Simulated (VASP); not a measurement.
Here is a VASP 6.6.1 calculation.

File POSCAR:

```
GaN
1.0
    0.0000000000      2.1408255771      2.3661756379
    2.1408255771      0.0000000000      2.3661756379
    2.1408255771      2.1408255771      0.0000000000
Ga N
1 1
Direct
    0.0000000000      0.0000000000      0.0000000000
    0.7500000000      0.7500000000      0.7500000000
```

The input INCAR.step1:

```
SYSTEM = GaN
PREC = Accurate
ENCUT = 520
ISMEAR = 0
SIGMA = 0.05
LREAL = .FALSE.
LASPH = .TRUE.
NELM = 100
NBANDS = 16
GGA = PE
ALGO = Normal
EDIFF = 1E-4
LWAVE = .TRUE.
LCHARG = .FALSE.
```

The input INCAR.step2:

```
SYSTEM = GaN
PREC = Accurate
ENCUT = 520
EDIFF = 1E-6
ISMEAR = 0
SIGMA = 0.05
LREAL = .FALSE.
LASPH = .TRUE.
NELM = 100
ALGO = Normal
ISIF = 2
LWAVE = .FALSE.
LCHARG = .FALSE.
METAGGA = R2SCAN
LMIXTAU = .TRUE.
NBANDS = 16
ISTART = 1
```

The input KPOINTS:

```
regular mesh
0
G
  10 10 10
  0 0 0
```

Potentials or basis: VASP PAW PBE potentials, release 64 (Ga_d, N).

Run with:

```console
$ cat potpaw_PBE.64/Ga_d/POTCAR potpaw_PBE.64/N/POTCAR > POTCAR
$ cp INCAR.step1 INCAR
$ mpirun -np 1 vasp_std > vasp.out
$ cp INCAR.step2 INCAR
$ mpirun -np 1 vasp_std > vasp.out
```

(1) Estimate the band gap on the k mesh.

(2) What does it give for the pressure?

Answers

(1) 2.25 eV, direct.

(2) 10.7 GPa.

Caveat: the cell differs from its parent crystal (strain -0.050 along x and y, +0.050 along z); the PAW data sets were made with another functional, which shifts forces and pressure a little.
